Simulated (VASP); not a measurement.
Write the native input for VASP 6.6.1 that does the following.

```yaml
Task: single point
Functional: PBEsol
Potentials_or_basis: VASP PAW PBE potentials, release 64 (Sn_d, Si)
Cutoff: 520 eV
k_mesh: 1 × 1 × 1, shifted
Occupations: fermi-dirac, width 0.05 eV
Spin: no spin polarisation
Dipole_correction: no
Further_INCAR_settings: LREAL = Auto; ALGO = Normal; EDIFF = 1e-06; NBANDS = 186
```

The structure of Si15Sn lies in POSCAR:

```
Si15Sn
1.0
   11.0140653878      0.0000000000      0.0000000000
    0.0000000000     11.0140653878      0.0000000000
    0.0000000000      0.0000000000     11.0140653878
Sn Si
4 60
Direct
    0.0009350000      0.9970330000      0.0026360000
    0.1340600000      0.1160030000      0.6173960000
    0.1249170000      0.6267590000      0.1266320000
    0.9915290000      0.2589970000      0.7550210000
    0.9906090000      0.9907220000      0.4913010000
    0.9922720000      0.4945840000      0.9951870000
    0.0002890000      0.5023720000      0.4977540000
    0.5028120000      0.0008780000      0.0018750000
    0.4999900000      0.0000500000      0.5001830000
    0.5008240000      0.4997200000      0.0002270000
    0.5026420000      0.5012700000      0.5015040000
    0.1338890000      0.1336500000      0.1337810000
    0.1251940000      0.6234300000      0.6240570000
    0.6237610000      0.1247580000      0.1268120000
    0.6236780000      0.1248770000      0.6238540000
    0.6241580000      0.6234450000      0.1252040000
    0.6242050000      0.6260740000      0.6253600000
    0.2556710000      0.2525250000      0.0036570000
    0.2610650000      0.2578840000      0.4912670000
    0.2621150000      0.7544630000      0.9930760000
    0.2495620000      0.7497290000      0.5003740000
    0.7425930000      0.2507540000      0.0036600000
    0.7474340000      0.2500120000      0.4973440000
    0.7476500000      0.7467450000      0.0002410000
    0.7475490000      0.7486500000      0.5015640000
    0.3805860000      0.3739890000      0.1269300000
    0.3780470000      0.3774360000      0.6254630000
    0.3777230000      0.8777330000      0.1253910000
    0.3801310000      0.8711790000      0.6241080000
    0.8731000000      0.3721080000      0.1248090000
    0.8641140000      0.3865410000      0.6146200000
    0.8631760000      0.8677440000      0.1347260000
    0.8725840000      0.8721070000      0.6252700000
    0.2520300000      0.0005860000      0.2528130000
    0.2648390000      0.9900880000      0.7557550000
    0.2589870000      0.4932220000      0.2576380000
    0.2527010000      0.5024750000      0.7504810000
    0.7450170000      0.0008340000      0.2518300000
    0.7442790000      0.9969780000      0.7477400000
    0.7501190000      0.4994390000      0.2499000000
    0.7457950000      0.5031690000      0.7483940000
    0.3795170000      0.1253800000      0.3733180000
    0.3786990000      0.1248810000      0.8782520000
    0.3775410000      0.6250190000      0.3779230000
    0.3805840000      0.6246860000      0.8728720000
    0.8728070000      0.1248490000      0.3726230000
    0.8545750000      0.1235630000      0.8776680000
    0.8723010000      0.6246670000      0.3778320000
    0.8733440000      0.6242200000      0.8725310000
    0.0009130000      0.2520840000      0.2523990000
    0.9902250000      0.7549260000      0.2602590000
    0.0009640000      0.7469700000      0.7473780000
    0.5025450000      0.2486670000      0.2495030000
    0.5003640000      0.2498190000      0.7501390000
    0.5002060000      0.7498490000      0.2502830000
    0.5026900000      0.7484610000      0.7490080000
    0.1257970000      0.3762020000      0.3762240000
    0.1342070000      0.3831260000      0.8839630000
    0.1235680000      0.8741880000      0.3745830000
    0.1348260000      0.8657070000      0.8664320000
    0.6241030000      0.3748430000      0.3739130000
    0.6239570000      0.3758460000      0.8749020000
    0.6236080000      0.8749950000      0.3766690000
    0.6237470000      0.8732440000      0.8755020000
```

These files were run (other wordings do the same):

INCAR

```
SYSTEM = Si15Sn
PREC = Accurate
ENCUT = 520
EDIFF = 1E-6
ISMEAR = -1
SIGMA = 0.05
LREAL = Auto
LASPH = .True.
NELM = 80
ALGO = Normal
ISIF = 2
LWAVE = .False.
LCHARG = .False.
GGA = PS
NBANDS = 186
```

KPOINTS

```
Automatic mesh
0
Gamma
  1 1 1
  0.5 0.5 0.5
```

Potentials or basis: VASP PAW PBE potentials, release 64 (Sn_d, Si).

Run with:

```console
$ cat potpaw_PBE.64/Sn_d/POTCAR potpaw_PBE.64/Si/POTCAR > POTCAR
$ mpirun -np 1 vasp_std > vasp.out
```

Results of the run:

| Property | Result |
| --- | --- |
| Pressure | 0.1 GPa |
| Largest force | 0.036 eV/Å |
| Band gap on the k mesh | 1.41 eV |

Caveat: the k points lie up to 0.57 Å⁻¹ apart; the PAW data sets were made with another functional, which shifts forces and pressure a little; spin-orbit coupling is left out, which moves the levels of the heavy elements; a shifted mesh leaves out Γ, where band edges can lie.

Wall time 8.2 min on 1 thread of Intel(R) Xeon(R) Platinum 8488C (Sapphire Rapids), with other jobs on the host, peak memory 1.1 GiB.
